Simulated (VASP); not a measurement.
Here is a VASP 6.6.1 calculation.

INCAR

```
PREC = Accurate
ENCUT = 520
EDIFF = 1E-6
ISMEAR = -1
SIGMA = 0.05
LREAL = False
LASPH = True
NELM = 150
ALGO = Normal
ISIF = 2
LWAVE = False
LCHARG = False
ISPIN = 2
MAGMOM = 1 1
LORBIT = 11
LMAXMIX = 4
GGA = PS
NBANDS = 21
```

Contents of KPOINTS:

```
regular mesh
0
Gamma
  15 15 15
```

Contents of POSCAR:

```
Ni
1.0
    0.0000000000      2.3602424180      2.3602424180
    2.3602424180      0.0000000000      2.3602424180
    2.3602424180      2.3602424180      0.0000000000
Ni
2
Direct
   -0.1250000000     -0.1250000000     -0.1250000000
    0.1250000000      0.1250000000      0.1250000000
```

Potentials or basis: VASP PAW PBE potentials, release 64 (Ni).

Launch:

```console
$ cat potpaw_PBE.64/Ni/POTCAR > POTCAR
$ mpirun -np 1 vasp_std > vasp.out
```

(1) Estimate the net moment.

(2) Estimate the pressure.

(3) Predict the site moments.

Results:

(1) 1.56 μB per cell.

(2) 27.8 GPa.

(3) Ni +0.77 μB.

Caveat: the cell stands under pressure; the PAW data sets were made with another functional, which shifts forces and pressure a little.
